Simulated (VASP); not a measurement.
# AlN (Fm-3m) in VASP: notebook

Runs on AlN. Level: PBEsol. Tasks: single point.

The COD entry that gives the cell may itself be a prediction, so a difference from it is no test against experiment.

Everything below comes from runs of VASP 6.6.1. Logs are shortened: lines on timing, memory, paths and dates and some standing lists are left out, and cuts for length are marked.

**1. The cell of the first run**

Symmetry: Fm-3m, No. 225, cubic system. Conventional cell: a = 3.912 Å, b = 3.912 Å, c = 3.912 Å, α = 90.00°, β = 90.00°, γ = 90.00°. Al (site symmetry m-3m) has 6 N at 1.96 Å within 2.6 Å. N (site symmetry m-3m) has 6 Al at 1.96 Å within 2.6 Å.

**2. Single point, PBEsol**

INCAR reads:

```
PREC = Accurate
ENCUT = 600
EDIFF = 1E-6
ISMEAR = 0
SIGMA = 0.01
LREAL = F
LASPH = T
NELM = 120
ALGO = Normal
ISIF = 2
LWAVE = F
LCHARG = F
GGA = PS
NBANDS = 11
GGA_COMPAT = F
```

KPOINTS reads:

```
Automatic mesh
0
Gamma
  8 8 8
```

POSCAR reads:

```
AlN
1.0
    0.0000000000      1.9557848367      1.9557848367
    1.9557848367      0.0000000000      1.9557848367
    1.9557848367      1.9557848367      0.0000000000
Al N
1 1
Direct
    0.0000000000      0.0000000000      0.0000000000
    0.5000000000      0.5000000000      0.5000000000
```

Potentials or basis: VASP PAW PBE potentials, release 64 (Al, N).

The run is started by

```
$ cat potpaw_PBE.64/Al/POTCAR potpaw_PBE.64/N/POTCAR > POTCAR
$ mpirun -np 1 vasp_std > vasp.out
```

OUTCAR:

```text
PREC = Accurate
   ENCUT = 600
   EDIFF = 1E-6
   ISMEAR = 0
   LREAL = F
   LASPH = T
   NELM = 120
   ISIF = 2
   GGA = PS

 ion  position               nearest neighbor table
   1  0.000  0.000  0.000-   2 1.96   2 1.96   2 1.96   2 1.96   2 1.96   2 1.96
   2  0.500  0.500  0.500-   1 1.96   1 1.96   1 1.96   1 1.96   1 1.96   1 1.96

  LATTYP: Found a face centered cubic cell.
 ALAT       =     3.9115696734

  Lattice vectors:

 A1 = (   0.0000000000,   1.9557848367,   1.9557848367)
 A2 = (   1.9557848367,   0.0000000000,   1.9557848367)
 A3 = (   1.9557848367,   1.9557848367,   0.0000000000)

Analysis of symmetry for initial positions (statically):
=====================================================================
 Subroutine PRICEL returns:
 Original cell was already a primitive cell.

 Routine SETGRP: Setting up the symmetry group for a
 face centered cubic supercell.

 Subroutine GETGRP returns: Found 48 space group operations
 (whereof 48 operations were pure point group operations)
 out of a pool of 48 trial point group operations.

The static configuration has the point symmetry O_h .

Analysis of symmetry for dynamics (positions and initial velocities):
=====================================================================
 Subroutine PRICEL returns:
 Original cell was already a primitive cell.

 Routine SETGRP: Setting up the symmetry group for a
 face centered cubic supercell.

 Subroutine GETGRP returns: Found 48 space group operations
 (whereof 48 operations were pure point group operations)
 out of a pool of 48 trial point group operations.

The dynamic configuration has the point symmetry O_h .

 Subroutine INISYM returns: Found 48 space group operations
 (whereof 48 operations are pure point group operations),
 and found     1 'primitive' translations

----------------------------------------------------------------------------------------

                                     Primitive cell

  volume of cell :      14.9621

  direct lattice vectors                    reciprocal lattice vectors
     0.000000000  1.955784837  1.955784837    -0.255651844  0.255651844  0.255651844
     1.955784837  0.000000000  1.955784837     0.255651844 -0.255651844  0.255651844
     1.955784837  1.955784837  0.000000000     0.255651844  0.255651844 -0.255651844

  length of vectors
     2.765897441  2.765897441  2.765897441     0.442801983  0.442801983  0.442801983

  position of ions in fractional coordinates (direct lattice)
     0.000000000  0.000000000  0.000000000
     0.500000000  0.500000000  0.500000000

  ion indices of the primitive-cell ions
   primitive index   ion index
                 1           1
                 2           2

----------------------------------------------------------------------------------------

 KPOINTS: Automatic mesh

Automatic generation of k-mesh.
 Grid dimensions read from file:
 generate k-points for:    8    8    8

 Generating k-lattice:

  Cartesian coordinates                     Fractional coordinates (reciprocal lattice)
    -0.031956481  0.031956481  0.031956481     0.125000000  0.000000000  0.000000000
     0.031956481 -0.031956481  0.031956481     0.000000000  0.125000000  0.000000000
     0.031956481  0.031956481 -0.031956481     0.000000000  0.000000000  0.125000000

  Length of vectors
     0.055350248  0.055350248  0.055350248

  Shift w.r.t. Gamma in fractional coordinates (k-lattice)
     0.000000000  0.000000000  0.000000000

 Subroutine IBZKPT returns following result:
 ===========================================

 Found     29 irreducible k-points:

 Following reciprocal coordinates:
            Coordinates               Weight
  0.000000  0.000000  0.000000      1.000000
  0.125000  0.000000  0.000000      8.000000
  0.250000  0.000000  0.000000      8.000000
  0.375000  0.000000  0.000000      8.000000
  0.500000  0.000000  0.000000      4.000000
  0.125000  0.125000  0.000000      6.000000
[... 16 lines left out ...]
  0.500000  0.250000  0.125000     48.000000
 -0.375000  0.250000  0.125000     24.000000
 [... further k-points ...]
   k-points           NKPTS =     29   k-points in BZ     NKDIM =     29   number of bands    NBANDS=     11
   number of dos      NEDOS =    301   number of ions     NIONS =      2
   total plane-waves  NPLWV =  13824
   dimension x,y,z NGX =    24 NGY =   24 NGZ =   24
   dimension x,y,z NGXF=    48 NGYF=   48 NGZF=   48
   ions per type =               1   1
   NGX,Y,Z   is equivalent  to a cutoff of  14.43, 14.43, 14.43 a.u.
   NGXF,Y,Z  is equivalent  to a cutoff of  28.85, 28.85, 28.85 a.u.
 SYSTEM =  unknown system
   PREC   = accura    normal or accurate (medium, high low for compatibility)
   ISTART =      0    job   : 0-new  1-cont  2-samecut
   ICHARG =      2    charge: 1-file 2-atom 10-const
   ISPIN  =      1    spin polarized calculation?
   LNONCOLLINEAR =      F non collinear calculations
   LSORBIT =      F    spin-orbit coupling
   LASPH  =      T    aspherical Exc in radial PAW
   ENCUT  =  600.0 eV  44.10 Ry    6.64 a.u.   5.52  5.52  5.52*2*pi/ulx,y,z
   NELM   =    120;   NELMIN=  2; NELMDL= -5     # of ELM steps
   EDIFF  = 0.1E-05   stopping-criterion for ELM
   LREAL  =      F    real-space projection
   EDIFFG = 0.1E-04   stopping-criterion for IOM
   NSW    =      0    number of steps for IOM
   IBRION =     -1    ionic relax: 0-MD 1-quasi-New 2-CG
   NFREE  =      0    steps in history (QN), initial steepest desc. (CG)
   ISIF   =      2    stress and relaxation
   ISYM   =      2    0-nonsym 1-usesym 2-fastsym
   POTIM  = 0.5000    time-step for ionic-motion
   TEBEG  =    0.0;   TEEND  =   0.0 temperature during run
   PSTRESS=    0.0 pullay stress
   NELECT =       8.0000    total number of electrons
   NUPDOWN=      -1.0000    fix difference up-down
   EMIN   =  10.00;   EMAX   =-10.00  energy-range for DOS
   EFERMI =   0.00;   METHOD = LEGACY
   ISMEAR =     0;   SIGMA  =   0.01  broadening in eV -4-tet -1-fermi 0-gaus
   EFERMI_NEDOS =   21; number of points for ismear=-14 and -15
   IALGO  =     38    algorithm
   IMIX   =      4    mixing-type and parameters
     AMIX     =   0.40;   BMIX     =  1.00
     AMIX_MAG =   1.60;   BMIX_MAG =  1.00
  volume/ion in A,a.u.               =       7.48        50.48
  Fermi-wavevector in a.u.,A,eV,Ry     =   1.328741  2.510957 24.021811  1.765553
  Thomas-Fermi vector in A             =   2.457956
   LORBIT       =      0    0 simple, 1 ext, 2 COOP (PROOUT), +10 PAW based schemes
   GGA     = PS    functional components
   LHFCALC =     F    Hartree Fock is set to
   AEXX    =    0.0000 exact exchange contribution
   IVDW    =     0    specifies the selected vdW correction
   LEPSILON=     F    determine dielectric tensor
   LRPA    =     F    only Hartree local field effects (RPA)
 non-spin polarized calculation
 Gauss-broadening in eV      SIGMA  =   0.01
  energy-cutoff  :      600.00
  volume of cell :       14.96
 maximum number of plane-waves:       531
 NGX is ok and might be reduce to    24
   NGX = 11   NGY = 11   NGZ = 11

 number of electron       8.0000000 magnetization

 Free energy of the ion-electron system (eV)
  ---------------------------------------------------
  ext. energy  EPLUGINS =         0.00000000
  ---------------------------------------------------
  free energy    TOTEN  =       -15.30213037 eV

  energy without entropy =      -15.30213037  energy(sigma->0) =      -15.30213037

 E-fermi :  11.3434     XC(G=0): -12.9286

 val. band max:       11.2328197082   @ k =   0.0000   0.0000   0.0000
 cond. band min:      16.1752628523   @ k =   0.5000   0.5000   0.0000
 fundamental gap:      4.9424431441
 Fermi energy:        11.3434471807

 k-point     1 :       0.0000    0.0000    0.0000
  band No.  band energies     occupation
      1      -7.2607      2.00000
      2      11.2328      2.00000
      3      11.2328      2.00000
      4      11.2328      2.00000
      5      18.4055      0.00000
      6      23.5644      0.00000
      7      23.5644      0.00000
      8      23.5644      0.00000
      9      28.9231      0.00000
     10      29.6551      0.00000
     11      29.6551      0.00000

 k-point     2 :       0.1250    0.0000    0.0000
  band No.  band energies     occupation
      1      -6.9082      2.00000
      2       9.6928      2.00000
      3      11.0082      2.00000
      4      11.0082      2.00000
      5      19.1324      0.00000
      6      22.4590      0.00000
      7      24.0768      0.00000
      8      24.0768      0.00000
      9      27.9959      0.00000
     10      27.9959      0.00000
     11      30.7030      0.00000

 k-point     3 :       0.2500    0.0000    0.0000
  band No.  band energies     occupation
      1      -5.8983      2.00000
      2       6.6342      2.00000
      3      10.5244      2.00000
      4      10.5244      2.00000
      5      18.9055      0.00000
      6      23.2178      0.00000
      7      24.1544      0.00000
      8      24.1544      0.00000
      9      28.1512      0.00000
     10      28.1512      0.00000
     11      29.7849      0.00000

 k-point     4 :       0.3750    0.0000    0.0000
  band No.  band energies     occupation
      1      -4.4608      2.00000
      2       3.6621      2.00000
      3      10.1028      2.00000
      4      10.1028      2.00000
      5      18.1750      0.00000
      6      23.3128      0.00000
      7      23.3128      0.00000
      8      25.0977      0.00000
      9      28.7529      0.00000
     10      30.8640      0.00000
     11      30.8640      0.00000
[... 239 lines left out ...]
 k-point    22 :       0.3750    0.2500    0.1250
  band No.  band energies     occupation
      1      -5.0595      2.00000
      2       6.2564      2.00000
      3       8.3527      2.00000
      4       9.8696      2.00000
      5      20.1080      0.00000
      6      21.1097      0.00000
      7      22.3310      0.00000
      8      26.1590      0.00000
      9      27.1336      0.00000
     10      31.7507      0.00000
     11      34.2076      0.00000

 k-point    23 :       0.5000    0.2500    0.1250
  band No.  band energies     occupation
      1      -3.7559      2.00000
      2       4.2780      2.00000
      3       7.3535      2.00000
      4       9.2786      2.00000
      5      20.1579      0.00000
      6      21.1725      0.00000
      7      22.8706      0.00000
      8      25.5497      0.00000
      9      29.1807      0.00000
     10      32.4760      0.00000
     11      34.5035      0.00000

 k-point    24 :      -0.3750    0.2500    0.1250
  band No.  band energies     occupation
      1      -2.9745      2.00000
      2       3.1346      2.00000
      3       7.1199      2.00000
      4       8.9921      2.00000
      5      20.2626      0.00000
      6      20.5693      0.00000
      7      24.4865      0.00000
      8      24.9872      0.00000
      9      30.3776      0.00000
     10      31.5854      0.00000
     11      34.8625      0.00000

 [... further k-points ...]
[... 5 lines left out ...]
  --------------------------------------------------------------------------------------
  -------------------------------------------------------------------------------------
  Total        3.0030648      3.0030648      3.0030648     -0.0000000     -0.0000000      0.0000000
  in kB      321.5748442    321.5748442    321.5748442     -0.0000000     -0.0000000      0.0000000
  external PRESSURE =     321.5748442 kB  Pullay stress =       0.0000000 kB

 VOLUME and BASIS-vectors are now :
 -----------------------------------------------------------------------------
  energy-cutoff  :      600.00
  volume of cell :       14.96
      direct lattice vectors                 reciprocal lattice vectors
     0.000000000  1.955784837  1.955784837    -0.255651844  0.255651844  0.255651844
     1.955784837  0.000000000  1.955784837     0.255651844 -0.255651844  0.255651844
     1.955784837  1.955784837  0.000000000     0.255651844  0.255651844 -0.255651844

 POSITION                                       TOTAL-FORCE (eV/Angst)
 -----------------------------------------------------------------------------------
      0.00000      0.00000      0.00000         0.000000     -0.000000      0.000000
      1.95578      1.95578      1.95578        -0.000000      0.000000      0.000000
 -----------------------------------------------------------------------------------
    total drift:                               -0.000000     -0.000000      0.000000

  FREE ENERGIE OF THE ION-ELECTRON SYSTEM (eV)
  ---------------------------------------------------
  free  energy   TOTEN  =       -15.3021303701 eV

  energy  without entropy=      -15.3021303701  energy(sigma->0) =      -15.30213037
```

Wall time 6 s (1 thread of AMD EPYC 9R45 (Zen 5), shared host); peak memory 0.1 GiB.

Results:

```yaml
Free_energy: -15.3021 eV
Pressure: 32.2 GPa
Band_gap_on_the_k_mesh: 4.94 eV, indirect (least direct gap 7.17 eV)
```

Caveat: the PAW data sets were made with another functional, which shifts forces and pressure a little. A hybrid or GW would open this gap; PBEsol tends to underestimate it.

**3. Single point, PBEsol**

This run uses another cell than the first one, of 7.79 Å³/atom, 1.041 times its volume.

INCAR reads:

```
PREC = Accurate ; ENCUT = 600
EDIFF = 1E-6 ; ISMEAR = 0
SIGMA = 0.01 ; LREAL = False
LASPH = True ; NELM = 120
ALGO = Normal ; ISIF = 2
LWAVE = False ; LCHARG = False
GGA = PS ; NBANDS = 11
GGA_COMPAT = False
```

KPOINTS is that of step 2.

POSCAR reads:

```
AlN
1.0
    0.0000000000      1.9820401151      1.9820401151
    1.9820401151      0.0000000000      1.9820401151
    1.9820401151      1.9820401151      0.0000000000
Al N
1 1
Direct
    0.0000000000      0.0000000000      0.0000000000
    0.5000000000      0.5000000000      0.5000000000
```

Potentials or basis: VASP PAW PBE potentials, release 64 (Al, N).

The run is started by

```
$ cat potpaw_PBE.64/Al/POTCAR potpaw_PBE.64/N/POTCAR > POTCAR
$ mpirun -np 1 vasp_std > vasp.out
```

It took 6.9 s on 1 thread of AMD EPYC 9R45 (Zen 5), shared host; peak memory 0.1 GiB.

Results (log left out):

- Free energy: -15.3978 eV
- Pressure: 17.8 GPa
- Band gap on the k mesh: 5.03 eV, indirect (least direct gap 6.55 eV)

Levels at points of the mesh, in eV from the valence-band top:
```csv
k point,band 2,band 3,band 4,band 5,band 6,band 7
"(0.00, 0.00, 0.00)",0.00,0.00,0.00,6.55,12.21,12.21
"(0.50, 0.00, 0.00)",-8.76,-1.21,-1.21,6.42,11.39,11.39
"(0.50, 0.50, 0.00)",-7.86,-2.98,-2.98,5.03,5.14,14.70
```

Caveat: the PAW data sets were made with another functional, which shifts forces and pressure a little. A hybrid or GW would open this gap; PBEsol tends to underestimate it.
